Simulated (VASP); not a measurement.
A run of VASP 6.6.1 is set up as follows.

Contents of POSCAR:

```
CoSi3
1.0
    0.0000000000      2.9187279935      2.9187279935
    2.9187279935      0.0000000000      2.9187279935
    2.9187279935      2.9187279935      0.0000000000
Si Co
3 1
Direct
    0.2500000000      0.2500000000      0.2500000000
    0.7500000000      0.7500000000      0.7500000000
    0.5000000000      0.5000000000      0.5000000000
    0.0000000000      0.0000000000      0.0000000000
```

The input INCAR.step1:

```
SYSTEM = CoSi3
ALGO     = Normal         ! electronic algorithm
EDIFF    = 1E-5           ! SCF threshold, eV
ENCUT    = 660            ! plane-wave cutoff, eV
GGA      = PE             ! functional
GGA_COMPAT= .False.      
ISMEAR   = 0              ! smearing method
ISPIN    = 2              ! spin polarisation
LASPH    = .True.         ! aspherical terms in the spheres
LCHARG   = .False.        ! write CHGCAR
LMAXMIX  = 4              ! l up to which the mixer works
LREAL    = .False.        ! projectors in reciprocal space
LWAVE    = .True.         ! write WAVECAR
MAGMOM   = 0 0 0 2        ! initial moments
NBANDS   = 22             ! bands
NELM     = 200            ! most SCF steps
PREC     = Accurate       ! precision mode
SIGMA    = 0.1            ! smearing width, eV
```

File INCAR.step2:

```
SYSTEM = CoSi3
ALGO     = Normal         ! electronic algorithm
EDIFF    = 1E-6           ! SCF threshold, eV
ENCUT    = 660            ! plane-wave cutoff, eV
GGA_COMPAT= .False.      
ISIF     = 2              ! what is computed and relaxed
ISMEAR   = 0              ! smearing method
ISPIN    = 2              ! spin polarisation
ISTART   = 1            
LASPH    = .True.         ! aspherical terms in the spheres
LCHARG   = .False.        ! write CHGCAR
LMAXMIX  = 4              ! l up to which the mixer works
LMIXTAU  = .True.       
LORBIT   = 11             ! projections on sites
LREAL    = .False.        ! projectors in reciprocal space
LWAVE    = .False.        ! write WAVECAR
MAGMOM   = 0 0 0 2        ! initial moments
METAGGA  = R2SCAN         ! meta-GGA
NBANDS   = 22             ! bands
NELM     = 200            ! most SCF steps
PREC     = Accurate       ! precision mode
SIGMA    = 0.1            ! smearing width, eV
```

KPOINTS

```
k-points
0
Gamma
  12 12 12
  0 0 0
```

Potentials or basis: VASP PAW PBE potentials, release 64 (Si, Co).

The run is started by

```sh
$ cat potpaw_PBE.64/Si/POTCAR potpaw_PBE.64/Co/POTCAR > POTCAR
$ cp INCAR.step1 INCAR
$ mpirun -np 1 vasp_std > vasp.out
$ cp INCAR.step2 INCAR
$ mpirun -np 1 vasp_std > vasp.out
```

Problem. What does it give for the net moment?

Solution. 0.68 μB per cell.

Problem. Estimate the pressure.

Solution. -1.2 GPa.

Problem. What does it give for the site moments?

Solution. Si +0.01; Co +0.78 μB.

Caveat: the PAW data sets were made with another functional, which shifts forces and pressure a little.
